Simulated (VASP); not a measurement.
Ge, 2 atoms in the cell. Symmetry: Fd-3m, No. 227, cubic system. The conventional cell has a = 5.676 Å, b = 5.676 Å, c = 5.676 Å, α = 90.00°, β = 90.00°, γ = 90.00°. Ge (site symmetry -43m) has 4 Ge at 2.46 Å within 3.2 Å. 

```yaml
Program: VASP 6.6.1
Task: relaxation of cell and atoms
Functional: r2SCAN
Potentials_or_basis: VASP PAW PBE potentials, release 64 (Ge_d)
Cutoff: 600 eV
k_mesh: 12 × 12 × 12
Occupations: gaussian, width 0.01 eV
Spin: no spin polarisation
Target_pressure: 7 GPa
Dipole_correction: no
Further_INCAR_settings: ALGO = Normal; EDIFF = 1e-06; IBRION = 2; EDIFFG = -0.002; NSW = 100; ISIF = 3
```

Potentials or basis: VASP PAW PBE potentials, release 64 (Ge_d).

Command:

```bash
$ cat potpaw_PBE.64/Ge_d/POTCAR > POTCAR
$ cp INCAR.step1 INCAR
$ mpirun -np 1 vasp_std > vasp.out
$ cp INCAR.step2 INCAR
$ mpirun -np 1 vasp_std > vasp.out
```

Hardware: 1 thread of Oxide Virtual Turin-like Processor, with other jobs on the host.

**Question.** How long does it take, and how much memory?

**Answer.** Run time: 50 min on 1 thread of Oxide Virtual Turin-like Processor (shared host), peak memory 0.21 GiB. Counts: k points 72, ion steps 24.
